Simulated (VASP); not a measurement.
## MgSn5: single point with PBEsol

Crystal: MgSn5.

```
CELL_PARAMETERS angstrom
5.65018 0.00000 0.00000
-2.82509 4.89320 0.00000
0.00000 0.00000 5.61720
ATOMIC_POSITIONS crystal
Mg 0.00000 0.00000 0.50000
Sn 0.67000 0.00000 0.00000
Sn 0.33000 0.33000 0.00000
Sn 0.00000 0.67000 0.00000
Sn 0.66667 0.33333 0.50000
Sn 0.33333 0.66667 0.50000
```

```json
{
 "Program": "VASP 6.6.1",
 "Task": "single point",
 "Functional": "PBEsol",
 "Potentials or basis": "VASP PAW PBE potentials, release 64 (Mg, Sn_d)",
 "Cutoff": "520 eV",
 "k mesh": "6 × 6 × 5",
 "Occupations": "fermi-dirac, width 0.05 eV",
 "Spin": "no spin polarisation"
}
```

The pressure is -1.2 GPa and the largest force is 0.047 eV/Å. The band gap on the k mesh is zero (band 36 reaches 8.73 eV, above the bottom of band 37 at 6.24 eV).

Forces in eV/Å, atoms in the order of the input:
```
Mg   0.000  0.000  0.000
Sn   0.047  0.000  0.000
Sn  -0.024 -0.041  0.000
Sn  -0.024  0.041  0.000
Sn   0.000  0.000  0.000
Sn   0.000  0.000  0.000
```

Levels at points of the mesh, in eV from the Fermi level:
```csv
k point,band 33,band 34,band 35,band 36,band 37,band 38,band 39,band 40,band 41,band 42
"(0.00, 0.00, 0.00)",-2.97,-2.75,-0.47,-0.18,-0.18,0.96,0.97,0.97,1.10,1.10
"(0.50, 0.00, 0.00)",-2.62,-1.54,-1.17,-0.34,0.48,0.79,1.40,1.54,1.98,3.10
```

It used 180 s of CPU time on 1 thread of AMD EPYC 7R13 Processor (Zen 3), with other jobs on the host.

Caveat: the PAW data sets were made with another functional, which shifts forces and pressure a little; spin-orbit coupling is left out, which moves the levels of the heavy elements.
